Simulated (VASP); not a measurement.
A run of VASP 6.6.1 is set up as follows.

Contents of POSCAR:

```
Rb
1.0
    9.1471749299      0.0000000000      0.0000000000
    0.0000000000      9.1471749299      0.0000000000
    0.0000000000      0.0000000000      9.1471749299
Rb
8
Direct
    1.0000000000      0.0000000000      0.0000000000
    0.5000000000      0.5000000000      0.5000000000
    0.2500000000      0.0000000000      0.5000000000
    0.7500000000      1.0000000000      0.5000000000
    0.5000000000      0.2500000000      0.0000000000
    0.5000000000      0.7500000000      0.0000000000
    1.0000000000      0.5000000000      0.2500000000
    1.0000000000      0.5000000000      0.7500000000
```

INCAR.step1

```
SYSTEM = Rb
PREC = Accurate
ENCUT = 520
ISMEAR = -1
SIGMA = 0.1
LREAL = .FALSE.
LASPH = .TRUE.
NELM = 60
NBANDS = 46
GGA = PE
ALGO = Normal
EDIFF = 1E-4
LWAVE = .TRUE.
LCHARG = .FALSE.
```

INCAR.step2

```
SYSTEM = Rb
PREC = Accurate
ENCUT = 520
EDIFF = 1E-6
ISMEAR = -1
SIGMA = 0.1
LREAL = .FALSE.
LASPH = .TRUE.
NELM = 60
ALGO = Normal
ISIF = 2
LWAVE = .FALSE.
LCHARG = .TRUE.
METAGGA = R2SCAN
LMIXTAU = .TRUE.
LELF = .TRUE.
LVHAR = .TRUE.
NBANDS = 46
ISTART = 1
```

Contents of KPOINTS:

```
regular mesh
0
G
  3 3 3
  0 0 0
```

Potentials or basis: VASP PAW PBE potentials, release 64 (Rb_sv).

Command:

```bash
$ cat potpaw_PBE.64/Rb_sv/POTCAR > POTCAR
$ cp INCAR.step1 INCAR
$ mpirun -np 1 vasp_std > vasp.out
$ cp INCAR.step2 INCAR
$ mpirun -np 1 vasp_std > vasp.out
```

Predict the band gap on the k mesh.

zero (band 36 reaches 0.20 eV, above the bottom of band 37 at 0.03 eV).

What does it give for the pressure?

0.0 GPa.

Caveat: the PAW data sets were made with another functional, which shifts forces and pressure a little.
